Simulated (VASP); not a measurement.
Runs of VASP 6.6.1 on ZrC. The structure is that of space group Fm-3m (No. 225), or close to it. The cells are those of the table. 

| task | level | cell | cutoff (eV) | gap on the mesh (eV) | pressure (GPa) | relaxed volume (Å³/atom) |
| --- | --- | --- | --- | --- | --- | --- |
| single point | PBE+D4 | a = 3.313 Å, angles 60.0°, 2 atoms | 520 | none | 0.2 | - |
| single point | PBE+D3(BJ) | a = 3.304 Å, angles 60.0°, 2 atoms | 520 | none | 0.2 | - |
| relaxation of cell and atoms | PBE+D4 | relaxed from a = 3.345 Å, angles 60.0°, 2 atoms | 600 | none | -0.1 | (a) |
| relaxation of cell and atoms | PBE+D3(BJ) | relaxed from a = 3.345 Å, angles 60.0°, 2 atoms | 600 | none | -0.1 | 12.77 |

Alike in all rows: potentials or basis VASP PAW PBE potentials, release 64 (Zr_sv, C); no spin polarisation; k mesh 7 × 7 × 7; smearing methfessel-paxton 0.01 eV.

Q: Estimate the missing entries.

A: (a) 12.87.

Caveats: pairwise dispersion overbinds metals, which lowers pressure and volume.

A k mesh can miss the band edges, and the runs leave out spin-orbit coupling on Zr.

A gap of «none» marks levels without a gap at the run's occupations.
